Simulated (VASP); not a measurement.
# Ge (Fd-3m) in VASP: further runs

Runs on Ge. Level: LDA. Tasks: single point.

Program: VASP 6.6.1. These are calculated values, not measurements. Logs are shortened: lines on timing, memory, paths and dates and some standing lists are left out, and cuts for length are marked.

## (1) The cell of the first run

Symmetry: Fd-3m, No. 227, cubic system. The conventional cell has a = 5.680 Å, b = 5.680 Å, c = 5.680 Å, α = 90.00°, β = 90.00°, γ = 90.00°. Ge (site symmetry -43m) has 4 Ge at 2.46 Å within 3.2 Å.

## (2) Single point, LDA

Input file INCAR:

```
SYSTEM = Ge
PREC = Accurate
ENCUT = 500
EDIFF = 1E-6
ISMEAR = 0
SIGMA = 0.1
LREAL = .FALSE.
LASPH = .TRUE.
NELM = 120
ALGO = Normal
ISIF = 2
LWAVE = .FALSE.
LCHARG = .FALSE.
GGA = CA
NBANDS = 21
GGA_COMPAT = .FALSE.
```

Input file KPOINTS:

```
Automatic mesh
0
G
  6 6 6
  0 0 0
```

Input file POSCAR:

```
Ge
1.0
    0.0000000000      2.8400000000      2.8400000000
    2.8400000000      0.0000000000      2.8400000000
    2.8400000000      2.8400000000      0.0000000000
Ge
2
Direct
    0.0000000000      0.0000000000      0.0000000000
    0.2500000000      0.2500000000      0.2500000000
```

Potentials or basis: VASP PAW LDA potentials, release 64 (Ge_d).

Launch:

```bash
$ cat potpaw_LDA.64/Ge_d/POTCAR > POTCAR
$ mpirun -np 1 vasp_std > vasp.out
```

OUTCAR:

```text
SYSTEM = Ge
   PREC = Accurate
   ENCUT = 500
   EDIFF = 1E-6
   ISMEAR = 0
   LREAL = .FALSE.
   LASPH = .TRUE.
   NELM = 120
   ISIF = 2
   GGA = CA

 ion  position               nearest neighbor table
   1  0.000  0.000  0.000-   2 2.46   2 2.46   2 2.46   2 2.46
   2  0.250  0.250  0.250-   1 2.46   1 2.46   1 2.46   1 2.46

  LATTYP: Found a face centered cubic cell.
 ALAT       =     5.6800000000

  Lattice vectors:

 A1 = (   0.0000000000,   2.8400000000,   2.8400000000)
 A2 = (   2.8400000000,   0.0000000000,   2.8400000000)
 A3 = (   2.8400000000,   2.8400000000,   0.0000000000)

Analysis of symmetry for initial positions (statically):
=====================================================================
 Subroutine PRICEL returns:
 Original cell was already a primitive cell.

 Routine SETGRP: Setting up the symmetry group for a
 face centered cubic supercell.

 Subroutine GETGRP returns: Found 48 space group operations
 (whereof 24 operations were pure point group operations)
 out of a pool of 48 trial point group operations.

The static configuration has the point symmetry T_d .
 The point group associated with its full space group is O_h .

Analysis of symmetry for dynamics (positions and initial velocities):
=====================================================================
 Subroutine PRICEL returns:
 Original cell was already a primitive cell.

 Routine SETGRP: Setting up the symmetry group for a
 face centered cubic supercell.

 Subroutine GETGRP returns: Found 48 space group operations
 (whereof 24 operations were pure point group operations)
 out of a pool of 48 trial point group operations.

The dynamic configuration has the point symmetry T_d .
 The point group associated with its full space group is O_h .

 Subroutine INISYM returns: Found 48 space group operations
 (whereof 24 operations are pure point group operations),
 and found     1 'primitive' translations

----------------------------------------------------------------------------------------

                                     Primitive cell

  volume of cell :      45.8126

  direct lattice vectors                    reciprocal lattice vectors
     0.000000000  2.840000000  2.840000000    -0.176056338  0.176056338  0.176056338
     2.840000000  0.000000000  2.840000000     0.176056338 -0.176056338  0.176056338
     2.840000000  2.840000000  0.000000000     0.176056338  0.176056338 -0.176056338

  length of vectors
     4.016366517  4.016366517  4.016366517     0.304938522  0.304938522  0.304938522

  position of ions in fractional coordinates (direct lattice)
     0.000000000  0.000000000  0.000000000
     0.250000000  0.250000000  0.250000000

  ion indices of the primitive-cell ions
   primitive index   ion index
                 1           1
                 2           2

----------------------------------------------------------------------------------------

 KPOINTS: Automatic mesh

Automatic generation of k-mesh.
 Grid dimensions read from file:
 generate k-points for:    6    6    6

 Generating k-lattice:

  Cartesian coordinates                     Fractional coordinates (reciprocal lattice)
    -0.029342723  0.029342723  0.029342723     0.166666667  0.000000000  0.000000000
     0.029342723 -0.029342723  0.029342723     0.000000000  0.166666667  0.000000000
     0.029342723  0.029342723 -0.029342723     0.000000000  0.000000000  0.166666667

  Length of vectors
     0.050823087  0.050823087  0.050823087

  Shift w.r.t. Gamma in fractional coordinates (k-lattice)
     0.000000000  0.000000000  0.000000000

 Subroutine IBZKPT returns following result:
 ===========================================

 Found     16 irreducible k-points:

 Following reciprocal coordinates:
            Coordinates               Weight
  0.000000  0.000000  0.000000      1.000000
  0.166667  0.000000  0.000000      8.000000
  0.333333  0.000000  0.000000      8.000000
  0.500000  0.000000  0.000000      4.000000
  0.166667  0.166667  0.000000      6.000000
  0.333333  0.166667  0.000000     24.000000
[... 8 lines left out ...]
 -0.333333  0.333333  0.166667     24.000000
 -0.333333  0.500000  0.166667     12.000000
   k-points           NKPTS =     16   k-points in BZ     NKDIM =     16   number of bands    NBANDS=     21
   number of dos      NEDOS =    301   number of ions     NIONS =      2
   total plane-waves  NPLWV =  27000
   dimension x,y,z NGX =    30 NGY =   30 NGZ =   30
   dimension x,y,z NGXF=    60 NGYF=   60 NGZF=   60
   ions per type =               2
   NGX,Y,Z   is equivalent  to a cutoff of  12.42, 12.42, 12.42 a.u.
   NGXF,Y,Z  is equivalent  to a cutoff of  24.84, 24.84, 24.84 a.u.
 SYSTEM =  Ge
   PREC   = accura    normal or accurate (medium, high low for compatibility)
   ISTART =      0    job   : 0-new  1-cont  2-samecut
   ICHARG =      2    charge: 1-file 2-atom 10-const
   ISPIN  =      1    spin polarized calculation?
   LNONCOLLINEAR =      F non collinear calculations
   LSORBIT =      F    spin-orbit coupling
   LASPH  =      T    aspherical Exc in radial PAW
   ENCUT  =  500.0 eV  36.75 Ry    6.06 a.u.   7.32  7.32  7.32*2*pi/ulx,y,z
   NELM   =    120;   NELMIN=  2; NELMDL= -5     # of ELM steps
   EDIFF  = 0.1E-05   stopping-criterion for ELM
   LREAL  =      F    real-space projection
   EDIFFG = 0.1E-04   stopping-criterion for IOM
   NSW    =      0    number of steps for IOM
   IBRION =     -1    ionic relax: 0-MD 1-quasi-New 2-CG
   NFREE  =      0    steps in history (QN), initial steepest desc. (CG)
   ISIF   =      2    stress and relaxation
   ISYM   =      2    0-nonsym 1-usesym 2-fastsym
   POTIM  = 0.5000    time-step for ionic-motion
   TEBEG  =    0.0;   TEEND  =   0.0 temperature during run
   PSTRESS=    0.0 pullay stress
   NELECT =      28.0000    total number of electrons
   NUPDOWN=      -1.0000    fix difference up-down
   EMIN   =  10.00;   EMAX   =-10.00  energy-range for DOS
   EFERMI =   0.00;   METHOD = LEGACY
   ISMEAR =     0;   SIGMA  =   0.10  broadening in eV -4-tet -1-fermi 0-gaus
   EFERMI_NEDOS =   21; number of points for ismear=-14 and -15
   IALGO  =     38    algorithm
   IMIX   =      4    mixing-type and parameters
     AMIX     =   0.40;   BMIX     =  1.00
     AMIX_MAG =   1.60;   BMIX_MAG =  1.00
  volume/ion in A,a.u.               =      22.91       154.58
  Fermi-wavevector in a.u.,A,eV,Ry     =   1.389310  2.625415 26.261725  1.930182
  Thomas-Fermi vector in A             =   2.513353
   LORBIT       =      0    0 simple, 1 ext, 2 COOP (PROOUT), +10 PAW based schemes
   GGA     = CA    functional components
   LHFCALC =     F    Hartree Fock is set to
   AEXX    =    0.0000 exact exchange contribution
   IVDW    =     0    specifies the selected vdW correction
   LEPSILON=     F    determine dielectric tensor
   LRPA    =     F    only Hartree local field effects (RPA)
 non-spin polarized calculation
 Gauss-broadening in eV      SIGMA  =   0.10
  energy-cutoff  :      500.00
  volume of cell :       45.81
 maximum number of plane-waves:      1211
 NGX is ok and might be reduce to    30
   NGX = 15   NGY = 15   NGZ = 15

 number of electron      28.0000012 magnetization

 Free energy of the ion-electron system (eV)
  ---------------------------------------------------
  ext. energy  EPLUGINS =         0.00000000
  ---------------------------------------------------
  free energy    TOTEN  =       -10.33766282 eV

  energy without entropy =      -10.33613091  energy(sigma->0) =      -10.33689686

 E-fermi :   4.5935     XC(G=0): -10.2294

 val. band max:        4.3697243454   @ k =   0.0000   0.0000   0.0000
 cond. band min:       4.6186323104   @ k =   0.0000   0.0000   0.0000
 fundamental gap:      0.2489079650
 Fermi energy:         4.5935206223

 k-point     1 :       0.0000    0.0000    0.0000
  band No.  band energies     occupation
      1     -20.3014      2.00000
      2     -20.3014      2.00000
      3     -20.3014      2.00000
      4     -20.2657      2.00000
      5     -20.2657      2.00000
      6     -20.0613      2.00000
[... 13 lines left out ...]
     20      14.1305      0.00000
     21      14.1305      0.00000

 k-point     2 :       0.1667    0.0000    0.0000
  band No.  band energies     occupation
      1     -20.3128      2.00000
      2     -20.3128      2.00000
      3     -20.2971      2.00000
      4     -20.2490      2.00000
      5     -20.2490      2.00000
      6     -20.0782      2.00000
[... 13 lines left out ...]
     20      12.9559      0.00000
     21      12.9559      0.00000

 k-point     3 :       0.3333    0.0000    0.0000
  band No.  band energies     occupation
      1     -20.3228      2.00000
      2     -20.3228      2.00000
      3     -20.2885      2.00000
      4     -20.2304      2.00000
      5     -20.2304      2.00000
      6     -20.0922      2.00000
[... 13 lines left out ...]
     20      13.5526      0.00000
     21      13.5526      0.00000

 k-point     4 :       0.5000    0.0000    0.0000
  band No.  band energies     occupation
      1     -20.3252      2.00000
      2     -20.3252      2.00000
      3     -20.2841      2.00000
      4     -20.2251      2.00000
      5     -20.2251      2.00000
      6     -20.0954      2.00000
[... 13 lines left out ...]
     20      15.3852      0.00000
     21      15.7242      0.00000

 k-point     5 :       0.1667    0.1667    0.0000
  band No.  band energies     occupation
      1     -20.3106      2.00000
      2     -20.3106      2.00000
      3     -20.3098      2.00000
      4     -20.2505      2.00000
      5     -20.2296      2.00000
      6     -20.1107      2.00000
[... 13 lines left out ...]
     20      12.7867      0.00000
     21      14.5997      0.00000
[... 190 lines left out ...]
     20      15.9344      0.00000
     21      17.3776      0.00000

 k-point    14 :       0.5000    0.3333    0.1667
  band No.  band energies     occupation
      1     -20.3396      2.00000
      2     -20.3365      2.00000
      3     -20.2632      2.00000
      4     -20.2107      2.00000
      5     -20.1777      2.00000
      6     -20.1616      2.00000
[... 13 lines left out ...]
     20      14.3841      0.00000
     21      16.8107      0.00000

 k-point    15 :      -0.3333    0.3333    0.1667
  band No.  band energies     occupation
      1     -20.3493      2.00000
      2     -20.3393      2.00000
      3     -20.2417      2.00000
      4     -20.1932      2.00000
      5     -20.1715      2.00000
      6     -20.1635      2.00000
[... 13 lines left out ...]
     20      16.2653      0.00000
     21      16.3809      0.00000

 k-point    16 :      -0.3333    0.5000    0.1667
  band No.  band energies     occupation
      1     -20.3449      2.00000
      2     -20.3449      2.00000
      3     -20.2219      2.00000
      4     -20.2219      2.00000
      5     -20.1584      2.00000
      6     -20.1584      2.00000
[... 13 lines left out ...]
     20      15.4705      0.00000
     21      17.4282      0.00000

------------------------ aborting loop because EDIFF is reached ----------------------------------------

  FORCE on cell =-STRESS in cart. coord.  units (eV):
  Direction    XX          YY          ZZ          XY          YZ          ZX
  --------------------------------------------------------------------------------------
  -------------------------------------------------------------------------------------
  Total       -0.5080342     -0.5080342     -0.5080342      0.0000000      0.0000000      0.0000000
  in kB      -17.7671790    -17.7671790    -17.7671790      0.0000000      0.0000000      0.0000000
  external PRESSURE =     -17.7671790 kB  Pullay stress =       0.0000000 kB

 VOLUME and BASIS-vectors are now :
 -----------------------------------------------------------------------------
  energy-cutoff  :      500.00
  volume of cell :       45.81
      direct lattice vectors                 reciprocal lattice vectors
     0.000000000  2.840000000  2.840000000    -0.176056338  0.176056338  0.176056338
     2.840000000  0.000000000  2.840000000     0.176056338 -0.176056338  0.176056338
     2.840000000  2.840000000  0.000000000     0.176056338  0.176056338 -0.176056338

 POSITION                                       TOTAL-FORCE (eV/Angst)
 -----------------------------------------------------------------------------------
      0.00000      0.00000      0.00000        -0.000000     -0.000000     -0.000000
      1.42000      1.42000      1.42000         0.000000      0.000000      0.000000
 -----------------------------------------------------------------------------------
    total drift:                                0.000000      0.000000      0.000000

  FREE ENERGIE OF THE ION-ELECTRON SYSTEM (eV)
  ---------------------------------------------------
  free  energy   TOTEN  =       -10.3376628172 eV

  energy  without entropy=      -10.3361309078  energy(sigma->0) =      -10.33689686
```

It took 19 s on 1 thread of Intel Xeon 8259CL, shared host; peak memory 0.14 GiB.

What came out:

* Free energy: -10.3377 eV
* Pressure: -1.8 GPa
* Band gap on the k mesh: zero (filled and empty bands touch)

## (3) Single point, LDA

This run uses another cell than the first one, of 22.21 Å³/atom, 0.969 times its volume.

Input file INCAR:

```
SYSTEM = Ge
  PREC = Accurate
  ENCUT = 500
  EDIFF = 1E-6
  ISMEAR = 0
  SIGMA = 0.1
  LREAL = .False.
  LASPH = .True.
  NELM = 120
  ALGO = Normal
  ISIF = 2
  LWAVE = .False.
  LCHARG = .False.
  GGA = CA
  NBANDS = 21
  GGA_COMPAT = .False.
```

Input file KPOINTS:

```
regular mesh
0
Gamma
  12 12 12
  0 0 0
```

Input file POSCAR:

```
Ge
1.0
    0.0000000000      2.8107737105      2.8107737105
    2.8107737105      0.0000000000      2.8107737105
    2.8107737105      2.8107737105      0.0000000000
Ge
2
Direct
    0.0000000000      0.0000000000      0.0000000000
    0.2500000000      0.2500000000      0.2500000000
```

Potentials or basis: VASP PAW LDA potentials, release 64 (Ge_d).

Launch:

```bash
$ cat potpaw_LDA.64/Ge_d/POTCAR > POTCAR
$ mpirun -np 1 vasp_std > vasp.out
```

Wall time 84 s (1 thread of Intel Xeon 8259CL, shared host); peak memory 0.18 GiB.

The run converged. Its results:

- Free energy: -10.3909 eV
- Pressure: 0.2 GPa

Levels at points of the mesh, in eV from the Fermi level:
| k point | band 12 | band 13 | band 14 | band 15 | band 16 | band 17 |
| --- | --- | --- | --- | --- | --- | --- |
| (0.00, 0.00, 0.00) | -0.03 | -0.03 | -0.03 | 0.00 | 2.50 | 2.50 |
| (0.50, 0.00, 0.00) | -7.76 | -1.47 | -1.47 | 0.09 | 3.70 | 3.70 |
| (0.50, 0.50, 0.00) | -9.03 | -3.18 | -3.18 | 0.61 | 0.61 | 9.54 |

## (4) Single point, LDA

This run uses another cell than the first one, of 22.21 Å³/atom, 0.969 times its volume.

Input file INCAR:

```
PREC     = Accurate       # precision mode
ENCUT    = 500            # plane-wave cutoff, eV
EDIFF    = 1E-6           # SCF threshold, eV
ISMEAR   = 0              # smearing method
SIGMA    = 0.1            # smearing width, eV
LREAL    = F              # projectors in reciprocal space
LASPH    = T              # aspherical terms in the spheres
NELM     = 120            # most SCF steps
ALGO     = Normal         # electronic algorithm
ISIF     = 2              # what is computed and relaxed
LWAVE    = F              # write WAVECAR
LCHARG   = T              # write CHGCAR
GGA      = CA             # functional
LELF     = T              # ELF
LVHAR    = T            
NBANDS   = 21             # bands
GGA_COMPAT= F
```

Input file KPOINTS:

```
regular mesh
0
Gamma
  14 14 14
```

POSCAR is that of step 3.

Launch:

```bash
$ cat potpaw_LDA.64/Ge_d/POTCAR > POTCAR
$ mpirun -np 1 vasp_std > vasp.out
```

Run time: 2.4 min. Hardware: 1 thread of Intel Xeon 8259CL, shared host; peak memory 0.19 GiB.

Results (log left out):

* Free energy: -10.3917 eV
* Pressure: 0.2 GPa

Levels at points of the mesh, in eV from the Fermi level:
```
           k point  band 11  band 12  band 13  band 14  band 15  band 16  band 17  band 18
(0.00, 0.00, 0.00)   -12.99    -0.04    -0.04    -0.04     0.00     2.50     2.50     2.50
(0.50, 0.00, 0.00)   -10.85    -7.76    -1.47    -1.47     0.09     3.69     3.69     6.94
(0.50, 0.50, 0.00)    -9.03    -9.03    -3.18    -3.18     0.61     0.61     9.53     9.53
```

## (5) Summary

| cell | k mesh | pressure (GPa) |
| --- | --- | --- |
| a = 4.016 Å, angles 60.0°, 2 atoms | 6 × 6 × 6 | -1.8 |
| a = 3.975 Å, angles 60.0°, 2 atoms | 12 × 12 × 12 | 0.2 |
| a = 3.975 Å, angles 60.0°, 2 atoms | 14 × 14 × 14 | 0.2 |

Alike in all rows: task single point; level LDA; potentials or basis VASP PAW LDA potentials, release 64 (Ge_d); no spin polarisation; cutoff (eV) 500; smearing gaussian 0.1 eV.

Total energies depend on the potentials used, so only differences within one code and one set of settings carry meaning.
